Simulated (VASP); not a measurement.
Input of a VASP 6.6.1 run:

File INCAR:

```
PREC     = Accurate       # precision mode
ENCUT    = 520            # plane-wave cutoff, eV
EDIFF    = 1E-6           # SCF threshold, eV
ISMEAR   = 0              # smearing method
SIGMA    = 0.05           # smearing width, eV
LREAL    = F              # projectors in reciprocal space
LASPH    = T              # aspherical terms in the spheres
NELM     = 60             # most SCF steps
ALGO     = Normal         # electronic algorithm
ISIF     = 2              # what is computed and relaxed
LWAVE    = F              # write WAVECAR
LCHARG   = F              # write CHGCAR
GGA      = PS             # functional
NBANDS   = 11             # bands
```

File KPOINTS:

```
regular mesh
0
Gamma
  12 12 12
```

POSCAR

```
SiC
1.0
    0.0000000000      2.5096996737      1.6313047879
    2.5096996737      0.0000000000      1.6313047879
    2.5096996737      2.5096996737      0.0000000000
Si C
1 1
Direct
    0.0000000000      0.0000000000      0.0000000000
    0.7500000000      0.7500000000      0.7500000000
```

Potentials or basis: VASP PAW PBE potentials, release 64 (Si, C).

Run with:

```sh
$ cat potpaw_PBE.64/Si/POTCAR potpaw_PBE.64/C/POTCAR > POTCAR
$ mpirun -np 1 vasp_std > vasp.out
```

(1) Estimate the band gap on the k mesh.

(2) What does it give for the pressure?

## Answers

(1) zero (band 4 reaches 10.05 eV, above the bottom of band 5 at 7.54 eV).

(2) -11.5 GPa.

Caveat: the PAW data sets were made with another functional, which shifts forces and pressure a little.
